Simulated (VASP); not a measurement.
Here is a VASP 6.6.1 calculation.

INCAR

```
PREC = Accurate ; ENCUT = 910
EDIFF = 1E-6 ; ISMEAR = 0
SIGMA = 0.05 ; LREAL = F
LASPH = T ; NELM = 120
ALGO = Normal ; ISIF = 2
LWAVE = F ; LCHARG = F
NBANDS = 11 ; GGA_COMPAT = F
```

The input KPOINTS:

```
regular mesh
0
Gamma
  12 12 12
```

POSCAR

```
C
1.0
    0.0000000000      1.7370196039      1.7370196039
    1.7370196039      0.0000000000      1.7370196039
    1.7370196039      1.7370196039      0.0000000000
C
2
Direct
    0.5000000000      0.5000000000      0.5000000000
    0.7500000000      0.7500000000      0.7500000000
```

Potentials or basis: VASP PAW LDA potentials, release 64 (C_h).

The run is started by

```sh
$ cat potpaw_LDA.64/C_h/POTCAR > POTCAR
$ mpirun -np 1 vasp_std > vasp.out
```

Problem. What does it give for the pressure?

Solution. 26.0 GPa.

Problem. What does it give for the band gap on the k mesh?

Solution. 4.33 eV, indirect (least direct gap 5.77 eV).

Caveat: the cutoff is under 1.25 times the usual one of these potentials, so pressure, stress and relaxed cells hold a basis-set (Pulay) error. A k mesh can miss the band edges.
